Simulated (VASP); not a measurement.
SiNi:

```xyz
2
Lattice="0.0000 2.4708 2.4708 2.4708 0.0000 2.4708 2.4708 2.4708 0.0000" Properties=species:S:1:pos:R:3 pbc="T T T"
Ni    0.0000    0.0000    0.0000
Si    1.2354    1.2354    1.2354
```

* Program: VASP 6.6.1
* Task: relaxation of cell and atoms
* Functional: PBE
* Potentials or basis: VASP PAW PBE potentials, release 64 (Ni, Si)
* Cutoff: 600 eV
* k mesh: 8 × 8 × 8
* Occupations: gaussian, width 0.1 eV
* Spin: no spin polarisation

At the start: pressure 15.8 GPa; volume 15.08 Å³/atom.

Problem. Where does the relaxation end?

Solution. Over 3 steps the energy falls by 88.1 meV/atom and the volume is 17.08 Å³/atom (+13.3 %); space group F-43m (No. 216, to 0.05 Å).

The path:
```
step  energy change (eV)  largest force (eV/Å)  pressure (GPa)  volume (Å³)
   1              0.0000                0.0000           15.83        30.17
   2             -0.1078                0.0000           -6.75        37.15
   3             -0.1762                0.0000           -0.05        34.17
```

Final structure:
```yaml
crystal:
  lattice:
    - [0.00000, 2.57548, 2.57548]
    - [2.57548, 0.00000, 2.57548]
    - [2.57548, 2.57548, 0.00000]
  atoms:
    - { symbol: Ni, position: [0.00000, 0.00000, 0.00000] }
    - { symbol: Si, position: [0.25000, 0.25000, 0.25000] }
```
